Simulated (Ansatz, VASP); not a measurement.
**Two plane-wave programs on ScAl3**

File INCAR:

```
SYSTEM = ScAl3
PREC = Accurate
ENCUT = 520
EDIFF = 1E-6
ISMEAR = 0
SIGMA = 0.15
LREAL = .False.
LASPH = .True.
NELM = 100
ALGO = Fast
ISIF = 2
LWAVE = .False.
LCHARG = .False.
GGA = PE
NBANDS = 18
```

Contents of KPOINTS:

```
Automatic mesh
0
Gamma
  14 14 14
  0 0 0
```

POSCAR

```
ScAl3
1.0
    4.1171696821     -0.2166931412     -0.2166931412
   -0.2166931412      4.1171696821     -0.2166931412
   -0.2166931412     -0.2166931412      4.1171696821
Sc Al
1 3
Direct
    0.0000000000      0.0000000000      0.0000000000
    0.5000000000      0.0000000000      0.5000000000
    0.0000000000      0.5000000000      0.5000000000
    0.5000000000      0.5000000000      0.0000000000
```

Input for Ansatz:

```yaml
crystal:
  lattice:
    - [4.1171696821, -0.2166931412, -0.2166931412]
    - [-0.2166931412, 4.1171696821, -0.2166931412]
    - [-0.2166931412, -0.2166931412, 4.1171696821]
  atoms:
    - { symbol: Sc, position: [0.0, 0.0, 0.0] }
    - { symbol: Al, position: [0.5, 0.0, 0.5] }
    - { symbol: Al, position: [0.0, 0.5, 0.5] }
    - { symbol: Al, position: [0.5, 0.5, 0.0] }
basis:
  ecutwfc: 420
kpoints:
  mp_grid: { grid: [14, 14, 14] }
hamiltonian:
  xc: pbe
scf:
  occupations: { method: gaussian, width: 0.15 }
output:
  forces: true
  stress: true
  eigenvalues: true
```

Alike in both runs: task single point; functional PBE; k mesh 14 × 14 × 14; occupations gaussian, width 0.15 eV; no spin polarisation.

|  | VASP | Ansatz |
| --- | --- | --- |
| version | VASP 6.6.1 | Ansatz 0.2.0 |
| potentials or method | VASP PAW PBE potentials, release 64 (Sc_sv, Al), cutoff 520 eV | scalar-relativistic, plane waves, PAW |
| valence electrons in the cell | 20 | 20 |

```csv
,VASP,Ansatz,Ansatz less VASP
gap on the k mesh at the Fermi level (eV),none,none,-
pressure (GPa),3.2,3.2,-0.04
"traceless stress, the component that is largest in VASP (GPa)",7.38,7.38,-0.004
```

A gap of «none» marks a metal or a gap that the smearing closes.
